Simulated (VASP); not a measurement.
Here is a VASP 6.6.1 calculation.

The input INCAR:

```
SYSTEM = SbMo
PREC     = Accurate       ! precision mode
ENCUT    = 520            ! plane-wave cutoff, eV
EDIFF    = 1E-7           ! SCF threshold, eV
ISMEAR   = -1             ! smearing method
SIGMA    = 0.08           ! smearing width, eV
LREAL    = .False.        ! projectors in reciprocal space
LASPH    = .True.         ! aspherical terms in the spheres
NELM     = 80             ! most SCF steps
ALGO     = Normal         ! electronic algorithm
ISIF     = 2              ! what is computed and relaxed
LWAVE    = .False.        ! write WAVECAR
LCHARG   = .True.         ! write CHGCAR
GGA      = PS             ! functional
LELF     = .True.         ! ELF
LVHAR    = .True.       
NBANDS   = 27             ! bands
```

KPOINTS

```
regular mesh
0
Gamma
  10 10 6
  0 0 0
```

The input POSCAR:

```
SbMo
1.0
    2.8373370602      0.0000000000      0.0000000000
   -1.4186685301      2.4572059732      0.0000000000
    0.0000000000      0.0000000000      7.8900575280
Sb Mo
2 2
Direct
    0.0000000000      0.0000000000      0.0000000000
    0.0000000000      0.0000000000      0.5000000000
    0.3333333333      0.6666666667      0.2500000000
    0.6666666667      0.3333333333      0.7500000000
```

Potentials or basis: VASP PAW PBE potentials, release 64 (Sb, Mo_sv).

Command:

```bash
$ cat potpaw_PBE.64/Sb/POTCAR potpaw_PBE.64/Mo_sv/POTCAR > POTCAR
$ mpirun -np 1 vasp_std > vasp.out
```

(1) Predict the pressure.

(2) Estimate the band gap on the k mesh.

## Answers

(1) 94.2 GPa.

(2) zero (bands 19 and 20 overlap by 2.06 eV).

Caveat: the cell stands under pressure; the PAW data sets were made with another functional, which shifts forces and pressure a little; spin-orbit coupling is left out, which moves the levels of the heavy elements.
